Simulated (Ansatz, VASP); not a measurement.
Sc2B2Sb: VASP beside Ansatz

INCAR

```
PREC = Accurate ; ENCUT = 520
EDIFF = 1E-6 ; ISMEAR = 0
SIGMA = 0.1 ; LREAL = False
LASPH = True ; NELM = 80
ALGO = Normal ; ISIF = 2
LWAVE = False ; LCHARG = True
GGA = PE ; LELF = True
LVHAR = True ; NBANDS = 24
```

File KPOINTS:

```
Automatic mesh
0
Gamma
  12 12 4
```

File POSCAR:

```
Sc2B2Sb
1.0
    3.2334356695      0.0000000000      0.0000000000
   -1.6167178348      2.8002374313      0.0000000000
    0.0000000000      0.0000000000      9.1643744201
Sc B Sb
2 2 1
Direct
    0.0000000000      0.0000000000      0.6805907927
    0.0000000000      0.0000000000      0.3194092073
    0.3333333333      0.6666666667      0.5000000000
    0.6666666667      0.3333333333      0.5000000000
    0.0000000000      0.0000000000      0.0000000000
```

Input for Ansatz:

```yaml
crystal:
  lattice:
    - [3.2334356695, 0.0, 0.0]
    - [-1.6167178348, 2.8002374313, 0.0]
    - [0.0, 0.0, 9.1643744201]
  atoms:
    - { symbol: Sc, position: [0.0, 0.0, 0.6805907927] }
    - { symbol: Sc, position: [0.0, 0.0, 0.3194092073] }
    - { symbol: B, position: [0.3333333333, 0.6666666667, 0.5] }
    - { symbol: B, position: [0.6666666667, 0.3333333333, 0.5] }
    - { symbol: Sb, position: [0.0, 0.0, 0.0] }
basis:
  ecutwfc: 420
kpoints:
  mp_grid: { grid: [12, 12, 4] }
  band_path:
    path:
      - [[0.0, 0.0, 0.0], [0.5, 0.0, 0.0], [0.33333333, 0.33333333, 0.0], [0.0, 0.0, 0.0], [0.0, 0.0, 0.5], [0.5, 0.0, 0.5], [0.33333333, 0.33333333, 0.5], [0.0, 0.0, 0.5]]
      - [[0.5, 0.0, 0.5], [0.5, 0.0, 0.0]]
      - [[0.33333333, 0.33333333, 0.5], [0.33333333, 0.33333333, 0.0]]
    npoints: 14
hamiltonian:
  xc: pbe
scf:
  occupations: { method: gaussian, width: 0.1 }
  n_extra_bands: 12
output:
  forces: true
  stress: true
  eigenvalues: true
  populations: true
  dos: { projected: true, de: 0.02, nscf_kmesh: { grid: [15, 15, 5] } }
  bader: true
  write_density: true
  write_potential: true
  elf: true
  volumetric_format: npy
```

Alike in both runs: task single point; functional PBE; k mesh 12 × 12 × 4; occupations gaussian, width 0.1 eV; no spin polarisation.

|  | VASP | Ansatz |
| --- | --- | --- |
| version | VASP 6.6.1 | Ansatz 0.2.0 |
| potentials or method | VASP PAW PBE potentials, release 64 (Sc_sv, B, Sb), cutoff 520 eV | scalar-relativistic, plane waves, PAW |
| valence electrons in the cell | 33 | 43 |

```tsv
	VASP	Ansatz	Ansatz less VASP
gap on the k mesh at the Fermi level (eV)	none	none	-
pressure (GPa)	0.2	0.0	-0.19
traceless stress, the component that is largest in VASP (GPa)	0.11	0.01	-0.099
rms of the force components (eV/Å)	0.013	0.000	-0.0127
```

Atom by atom the forces differ by 0.013 eV/Å (rms over components). A gap of «none» marks a metal or a gap that the smearing closes. With one functional, cell and mesh, what is left measures potentials, basis and numerics. VASP's potentials hold 33 valence electrons a cell and Ansatz's 43, so a difference there can come from the potentials and not from the codes.

Neither program's run includes spin-orbit coupling.
